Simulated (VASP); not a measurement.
LiF: elastic constants with PBEsol

Crystal: LiF.

```
Li F
1.0
     0.00000    1.97091    1.97091
     1.97091    0.00000    1.97091
     1.97091    1.97091    0.00000
Li F
1 1
Direct
  0.00000 0.00000 0.00000
  0.50000 0.50000 0.50000
```

```yaml
Program: VASP 6.6.1
Task: elastic constants
Functional: PBEsol
Potentials_or_basis: VASP PAW PBE potentials, release 64 (Li_sv, F)
Cutoff: 600 eV
k_mesh: 10 × 10 × 10
Occupations: gaussian, width 0.01 eV
Spin: no spin polarisation
Dipole_correction: no
Ions_in_elastic_constants: relaxed
Further_INCAR_settings: ALGO = Normal; EDIFF = 1e-08; IBRION = 6; POTIM = 0.015; NSW = 1; ISIF = 3
```

```
Elastic constants C11, C12, C44                         : 159, 47, 65 GPa
Voigt bulk modulus                                      : 84 GPa
Highest phonon frequency at Γ, LO-TO splitting left out : 353 cm⁻¹
```

Phonon frequencies in cm⁻¹ (negative: imaginary):
| q point | frequencies |
| --- | --- |
| (0.000, 0.000, 0.000) | 0 0 0 353 353 353 |

Elastic tensor in Voigt notation (GPa, in the Cartesian axes of the cell as first typed):
```
159  47  47   0   0   0
 47 159  47   0   0   0
 47  47 159   0   0   0
  0   0   0  65   0   0
  0   0   0   0  65   0
  0   0   0   0   0  65
```

Clamped-ion elastic tensor (GPa):
```
159  47  47   0   0   0
 47 159  47   0   0   0
 47  47 159   0   0   0
  0   0   0  65   0   0
  0   0   0   0  65   0
  0   0   0   0   0  65
```

It took 3.3 min on 1 thread of Intel(R) Xeon(R) Platinum 8488C (Sapphire Rapids) (shared host), peak memory 0.22 GiB.

Caveat: the cell is under stress, which shifts elastic constants; the cutoff is under 1.25 times the usual one of these potentials, so pressure, stress and relaxed cells hold a basis-set (Pulay) error; the PAW data sets were made with another functional, which shifts forces and pressure a little.
